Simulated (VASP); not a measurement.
# AlFe (Pm-3m) in VASP: a series of runs

AlFe is run at these levels: PBE; tasks: single point.

Program: VASP 6.6.1. These are calculated values, not measurements. Logs are shortened: lines on timing, memory, paths and dates and some standing lists are left out, and cuts for length are marked.

## (1) The cell of the first run

Symmetry: Pm-3m, No. 221, cubic system. The conventional cell has a = 2.910 Å, b = 2.910 Å, c = 2.910 Å, α = 90.00°, β = 90.00°, γ = 90.00°. Within 3.3 Å of Fe (site symmetry m-3m) lie 8 Al at 2.52 Å and 6 Fe at 2.91 Å. Al (site symmetry m-3m) has 8 Fe at 2.52 Å and 6 Al at 2.91 Å within 3.3 Å.

## (2) Single point, PBE

INCAR reads:

```
PREC = Accurate ; ENCUT = 520
EDIFF = 1E-6 ; ISMEAR = -1
SIGMA = 0.05 ; LREAL = False
LASPH = True ; NELM = 100
ALGO = Normal ; ISIF = 2
LWAVE = False ; LCHARG = False
GGA = PE ; NBANDS = 12
```

KPOINTS reads:

```
regular mesh
0
Gamma
  9 9 9
```

POSCAR reads:

```
AlFe
1.0
    2.9100000000      0.0000000000      0.0000000000
    0.0000000000      2.9100000000      0.0000000000
    0.0000000000      0.0000000000      2.9100000000
Fe Al
1 1
Direct
    0.5000000000      0.5000000000      0.5000000000
    0.0000000000      0.0000000000      0.0000000000
```

Potentials or basis: VASP PAW PBE potentials, release 64 (Fe, Al).

The run is started by

```console
$ cat potpaw_PBE.64/Fe/POTCAR potpaw_PBE.64/Al/POTCAR > POTCAR
$ mpirun -np 1 vasp_std > vasp.out
```

OUTCAR:

```text
PREC = Accurate
   ENCUT = 520
   EDIFF = 1E-6
   ISMEAR = -1
   LREAL = False
   LASPH = True
   NELM = 100
   ISIF = 2
   GGA = PE

 ion  position               nearest neighbor table
   1  0.500  0.500  0.500-   2 2.52   2 2.52   2 2.52   2 2.52   2 2.52   2 2.52   2 2.52   2 2.52

   2  0.000  0.000  0.000-   1 2.52   1 2.52   1 2.52   1 2.52   1 2.52   1 2.52   1 2.52   1 2.52

  LATTYP: Found a simple cubic cell.
 ALAT       =     2.9100000000

  Lattice vectors:

 A1 = (   2.9100000000,   0.0000000000,   0.0000000000)
 A2 = (   0.0000000000,   2.9100000000,   0.0000000000)
 A3 = (   0.0000000000,   0.0000000000,   2.9100000000)

Analysis of symmetry for initial positions (statically):
=====================================================================
 Subroutine PRICEL returns:
 Original cell was already a primitive cell.

 Routine SETGRP: Setting up the symmetry group for a
 simple cubic supercell.

 Subroutine GETGRP returns: Found 48 space group operations
 (whereof 48 operations were pure point group operations)
 out of a pool of 48 trial point group operations.

The static configuration has the point symmetry O_h .

Analysis of symmetry for dynamics (positions and initial velocities):
=====================================================================
 Subroutine PRICEL returns:
 Original cell was already a primitive cell.

 Routine SETGRP: Setting up the symmetry group for a
 simple cubic supercell.

 Subroutine GETGRP returns: Found 48 space group operations
 (whereof 48 operations were pure point group operations)
 out of a pool of 48 trial point group operations.

The dynamic configuration has the point symmetry O_h .

 Subroutine INISYM returns: Found 48 space group operations
 (whereof 48 operations are pure point group operations),
 and found     1 'primitive' translations

----------------------------------------------------------------------------------------

                                     Primitive cell

  volume of cell :      24.6422

  direct lattice vectors                    reciprocal lattice vectors
     2.910000000  0.000000000  0.000000000     0.343642612  0.000000000  0.000000000
     0.000000000  2.910000000  0.000000000     0.000000000  0.343642612  0.000000000
     0.000000000  0.000000000  2.910000000     0.000000000  0.000000000  0.343642612

  length of vectors
     2.910000000  2.910000000  2.910000000     0.343642612  0.343642612  0.343642612

[... 83 lines left out ...]
   NSW    =      0    number of steps for IOM
   IBRION =     -1    ionic relax: 0-MD 1-quasi-New 2-CG
   NFREE  =      0    steps in history (QN), initial steepest desc. (CG)
   ISIF   =      2    stress and relaxation
   ISYM   =      2    0-nonsym 1-usesym 2-fastsym
   POTIM  = 0.5000    time-step for ionic-motion
   TEBEG  =    0.0;   TEEND  =   0.0 temperature during run
   PSTRESS=    0.0 pullay stress
   NELECT =      11.0000    total number of electrons
   NUPDOWN=      -1.0000    fix difference up-down
   EMIN   =  10.00;   EMAX   =-10.00  energy-range for DOS
   EFERMI =   0.00;   METHOD = LEGACY
   ISMEAR =    -1;   SIGMA  =   0.05  broadening in eV -4-tet -1-fermi 0-gaus
   EFERMI_NEDOS =   21; number of points for ismear=-14 and -15
   IALGO  =     38    algorithm
   IMIX   =      4    mixing-type and parameters
     AMIX     =   0.40;   BMIX     =  1.00
     AMIX_MAG =   1.60;   BMIX_MAG =  1.00
  volume/ion in A,a.u.               =      12.32        83.15
  Fermi-wavevector in a.u.,A,eV,Ry     =   1.251160  2.364349 21.298567  1.565401
  Thomas-Fermi vector in A             =   2.385120
   LORBIT       =      0    0 simple, 1 ext, 2 COOP (PROOUT), +10 PAW based schemes
   GGA     = PE    functional components
   LHFCALC =     F    Hartree Fock is set to
   AEXX    =    0.0000 exact exchange contribution
   IVDW    =     0    specifies the selected vdW correction
   LEPSILON=     F    determine dielectric tensor
   LRPA    =     F    only Hartree local field effects (RPA)
 non-spin polarized calculation
  energy-cutoff  :      520.00
  volume of cell :       24.64
 maximum number of plane-waves:       691
 NGX is ok and might be reduce to    24
   NGX = 11   NGY = 11   NGZ = 11

 number of electron      10.9999994 magnetization

 Free energy of the ion-electron system (eV)
  ---------------------------------------------------
  ext. energy  EPLUGINS =         0.00000000
  ---------------------------------------------------
  free energy    TOTEN  =       -12.61329356 eV

  energy without entropy =      -12.59241426  energy(sigma->0) =      -12.60285391

 E-fermi :   7.4920     XC(G=0): -11.9731

 val. band max:        7.4496052911   @ k =   0.2222   0.1111   0.1111
 cond. band min:       7.5009703547   @ k =   0.1111   0.1111   0.0000
 fundamental gap:      0.0513650636
 Fermi energy:         7.4919651736

 k-point     1 :       0.0000    0.0000    0.0000
  band No.  band energies     occupation
      1      -2.5616      2.00000
      2       5.4384      2.00000
      3       5.4384      2.00000
      4       7.6534      0.07618
      5       7.6534      0.07617
      6       7.6534      0.07617
      7      13.7917      0.00000
      8      13.7917      0.00000
      9      13.7917      0.00000
     10      16.7941      0.00000
     11      16.7941      0.00000
     12      22.5806      0.00000
[... 331 lines left out ...]
 k-point    24 :       0.4444    0.3333    0.1111
  band No.  band energies     occupation
      1       2.3314      2.00000
      2       4.0942      2.00000
      3       5.6078      2.00000
      4       6.3543      2.00000
      5       7.1234      1.99874
      6       7.2167      1.99190
      7       8.7121      0.00000
      8      11.9298      0.00000
      9      13.1990      0.00000
     10      17.2871      0.00000
     11      19.5400      0.00000
     12      21.7863      0.00000

 [... further k-points ...]
[... 5 lines left out ...]
  --------------------------------------------------------------------------------------
  -------------------------------------------------------------------------------------
  Total       -1.0884589     -1.0884589     -1.0884589     -0.0000000     -0.0000000      0.0000000
  in kB      -70.7690956    -70.7690956    -70.7690956     -0.0000000     -0.0000000      0.0000000
  external PRESSURE =     -70.7690956 kB  Pullay stress =       0.0000000 kB

 VOLUME and BASIS-vectors are now :
 -----------------------------------------------------------------------------
  energy-cutoff  :      520.00
  volume of cell :       24.64
      direct lattice vectors                 reciprocal lattice vectors
     2.910000000  0.000000000  0.000000000     0.343642612  0.000000000  0.000000000
     0.000000000  2.910000000  0.000000000     0.000000000  0.343642612  0.000000000
     0.000000000  0.000000000  2.910000000     0.000000000  0.000000000  0.343642612

 POSITION                                       TOTAL-FORCE (eV/Angst)
 -----------------------------------------------------------------------------------
      1.45500      1.45500      1.45500         0.000000      0.000000      0.000000
      0.00000      0.00000      0.00000         0.000000      0.000000      0.000000
 -----------------------------------------------------------------------------------
    total drift:                                0.000000     -0.000000     -0.000000

  FREE ENERGIE OF THE ION-ELECTRON SYSTEM (eV)
  ---------------------------------------------------
  free  energy   TOTEN  =       -12.6132935628 eV

  energy  without entropy=      -12.5924142592  energy(sigma->0) =      -12.60285391
```

OSZICAR:

```text
N       E                     dE             d eps       ncg     rms          rms(c)
DAV:   1     0.328694191162E+02    0.32869E+02   -0.43554E+03   848   0.860E+02
DAV:   2    -0.130490457108E+02   -0.45918E+02   -0.42234E+02   852   0.165E+02
DAV:   3    -0.145413268478E+02   -0.14923E+01   -0.14691E+01  1064   0.358E+01
DAV:   4    -0.145646908617E+02   -0.23364E-01   -0.23334E-01   940   0.383E+00
DAV:   5    -0.145653264389E+02   -0.63558E-03   -0.63556E-03  1040   0.716E-01    0.135E+01
DAV:   6    -0.169235868420E+02   -0.23583E+01   -0.59274E+01   940   0.103E+02    0.196E+01
DAV:   7    -0.126569708990E+02    0.42666E+01   -0.35512E+01   960   0.658E+01    0.254E+00
DAV:   8    -0.126291493628E+02    0.27822E-01   -0.18684E-01   996   0.386E+00    0.156E+00
DAV:   9    -0.126137927342E+02    0.15357E-01   -0.51507E-02  1004   0.302E+00    0.387E-01
DAV:  10    -0.126133258914E+02    0.46684E-03   -0.13905E-03  1260   0.425E-01    0.170E-01
DAV:  11    -0.126132933249E+02    0.32566E-04   -0.59069E-05  1012   0.875E-02    0.102E-02
DAV:  12    -0.126132935628E+02   -0.23789E-06   -0.14390E-06   732   0.138E-02
   1 F= -.12613294E+02 E0= -.12602854E+02  d E =-.208793E-01
```

stdout:

```text
POSCAR found type information on POSCAR FeAl
 POSCAR found :  2 types and       2 ions
 scaLAPACK will be used
 LDA part: xc-table for (Slater+PW92), standard interpolation
 POSCAR, INCAR and KPOINTS ok, starting setup
 FFT: planning ... GRIDC
 FFT: planning ... GRID_SOFT
 FFT: planning ... GRID
 WAVECAR not read
 entering main loop
```

Wall time 6.8 s (1 thread of Intel Xeon Platinum 8488C (Sapphire Rapids), shared host); peak memory 0.13 GiB.

Results:

| Item | Value |
| --- | --- |
| Free energy | -12.6133 eV |
| Pressure | -7.1 GPa |

Levels at points of the mesh, in eV from the Fermi level:
| k point | band 4 | band 5 | band 6 | band 7 | band 8 | band 9 |
| --- | --- | --- | --- | --- | --- | --- |
| (0.00, 0.00, 0.00) | 0.16 | 0.16 | 0.16 | 6.30 | 6.30 | 6.30 |

## (3) Single point, PBE, collinear spin, zero start

INCAR reads:

```
SYSTEM = AlFe
ALGO = Normal ; EDIFF = 1E-6
ENCUT = 520 ; GGA = PE
ISIF = 2 ; ISMEAR = -1
ISPIN = 2 ; LASPH = .TRUE.
LCHARG = .TRUE. ; LELF = .TRUE.
LMAXMIX = 4 ; LORBIT = 11
LREAL = .FALSE. ; LVHAR = .TRUE.
LWAVE = .FALSE. ; MAGMOM = 0 0
NBANDS = 16 ; NELM = 150
NUPDOWN = 0.0 ; PREC = Accurate
SIGMA = 0.05
```

KPOINTS reads:

```
k-points
0
G
  8 8 8
  0 0 0
```

POSCAR is that of step 2.

Potentials or basis: VASP PAW PBE potentials, release 64 (Fe, Al).

The run is started by

```console
$ cat potpaw_PBE.64/Fe/POTCAR potpaw_PBE.64/Al/POTCAR > POTCAR
$ mpirun -np 1 vasp_std > vasp.out
```

OUTCAR:

```text
SYSTEM = AlFe
   EDIFF = 1E-6
   ENCUT = 520
   GGA = PE
   ISIF = 2
   ISMEAR = -1
   ISPIN = 2
   LASPH = .TRUE.
   LORBIT = 11
   LREAL = .FALSE.
   NELM = 150
   NUPDOWN = 0.0
   PREC = Accurate

 ion  position               nearest neighbor table
   1  0.500  0.500  0.500-   2 2.52   2 2.52   2 2.52   2 2.52   2 2.52   2 2.52   2 2.52   2 2.52

   2  0.000  0.000  0.000-   1 2.52   1 2.52   1 2.52   1 2.52   1 2.52   1 2.52   1 2.52   1 2.52

  LATTYP: Found a simple cubic cell.
 ALAT       =     2.9100000000

  Lattice vectors:

 A1 = (   2.9100000000,   0.0000000000,   0.0000000000)
 A2 = (   0.0000000000,   2.9100000000,   0.0000000000)
 A3 = (   0.0000000000,   0.0000000000,   2.9100000000)

Analysis of symmetry for initial positions (statically):
=====================================================================
 Subroutine PRICEL returns:
 Original cell was already a primitive cell.

 Routine SETGRP: Setting up the symmetry group for a
 simple cubic supercell.

 Subroutine GETGRP returns: Found 48 space group operations
 (whereof 48 operations were pure point group operations)
 out of a pool of 48 trial point group operations.

The static configuration has the point symmetry O_h .
[... 651 lines left out ...]
      4       7.6570      0.04163
      5       7.6570      0.04163
      6       7.6570      0.04163
[... 435 lines left out ...]
      5       7.2099      0.99700
      6       7.3854      0.90846
[... 8 lines left out ...]
     15      27.5773      0.00000
     16      28.7329      0.00000

 [... further k-points ...]
[... 5 lines left out ...]
  --------------------------------------------------------------------------------------
  -------------------------------------------------------------------------------------
  Total       -1.0377035     -1.0377035     -1.0377035     -0.0000000     -0.0000000     -0.0000000
  in kB      -67.4690965    -67.4690965    -67.4690965     -0.0000000     -0.0000000     -0.0000000
  external PRESSURE =     -67.4690965 kB  Pullay stress =       0.0000000 kB

 VOLUME and BASIS-vectors are now :
 -----------------------------------------------------------------------------
  energy-cutoff  :      520.00
  volume of cell :       24.64
      direct lattice vectors                 reciprocal lattice vectors
     2.910000000  0.000000000  0.000000000     0.343642612  0.000000000  0.000000000
     0.000000000  2.910000000  0.000000000     0.000000000  0.343642612  0.000000000
     0.000000000  0.000000000  2.910000000     0.000000000  0.000000000  0.343642612

 POSITION                                       TOTAL-FORCE (eV/Angst)
 -----------------------------------------------------------------------------------
      1.45500      1.45500      1.45500         0.000000      0.000000      0.000000
      0.00000      0.00000      0.00000         0.000000      0.000000      0.000000
 -----------------------------------------------------------------------------------
    total drift:                                0.000000     -0.000000     -0.000000

  FREE ENERGIE OF THE ION-ELECTRON SYSTEM (eV)
  ---------------------------------------------------
  free  energy   TOTEN  =       -12.5862914955 eV

  energy  without entropy=      -12.5552715838  energy(sigma->0) =      -12.57078154

 total charge

# of ion       s       p       d       tot
------------------------------------------
    1        0.414   0.470   6.461   7.346
    2        0.395   0.420   0.000   0.815
--------------------------------------------------
tot          0.809   0.891   6.461   8.161

 magnetization (x)

# of ion       s       p       d       tot
------------------------------------------
    1       -0.000  -0.000  -0.000  -0.000
    2       -0.000  -0.000   0.000  -0.000
--------------------------------------------------
tot         -0.000  -0.000  -0.000  -0.000
```

OSZICAR:

```text
N       E                     dE             d eps       ncg     rms          rms(c)
DAV:   1     0.280648791475E+02    0.28065E+02   -0.41636E+03  2296   0.635E+02
DAV:   2    -0.130709367581E+02   -0.41136E+02   -0.36629E+02  2584   0.136E+02
DAV:   3    -0.145449863089E+02   -0.14740E+01   -0.14499E+01  2800   0.271E+01
DAV:   4    -0.145658962204E+02   -0.20910E-01   -0.20903E-01  2784   0.291E+00
DAV:   5    -0.145665137996E+02   -0.61758E-03   -0.61757E-03  2864   0.547E-01    0.136E+01
DAV:   6    -0.170639172486E+02   -0.24974E+01   -0.52333E+01  2608   0.774E+01    0.199E+01
DAV:   7    -0.126342103199E+02    0.44297E+01   -0.33403E+01  2632   0.497E+01    0.258E+00
DAV:   8    -0.126021882759E+02    0.32022E-01   -0.13538E-01  2840   0.266E+00    0.158E+00
DAV:   9    -0.125865832980E+02    0.15605E-01   -0.40186E-02  2832   0.206E+00    0.319E-01
DAV:  10    -0.125863058329E+02    0.27747E-03   -0.14854E-03  3392   0.389E-01    0.159E-01
DAV:  11    -0.125862933221E+02    0.12511E-04   -0.18493E-05  3008   0.376E-02    0.178E-02
DAV:  12    -0.125862915654E+02    0.17567E-05   -0.59404E-06  2712   0.241E-02    0.514E-03
DAV:  13    -0.125862914955E+02    0.69901E-07   -0.30504E-07  1408   0.478E-03
   1 F= -.12586291E+02 E0= -.12570782E+02  d E =-.310199E-01  mag=    -0.0000
```

Wall time 14 s (1 thread of Intel Xeon Platinum 8488C (Sapphire Rapids), shared host); peak memory 0.16 GiB.

Results:

| Quantity | Value |
| --- | --- |
| Free energy | -12.5863 eV |
| Pressure | -6.7 GPa |
| Net moment | 0.00 μB per cell |
| Valence electrons inside the program's atomic spheres | Fe 7.35; Al 0.81 |

Caveat: the total moment is fixed, so each spin has its own Fermi level.

(Part 1 of 2 ends here.)
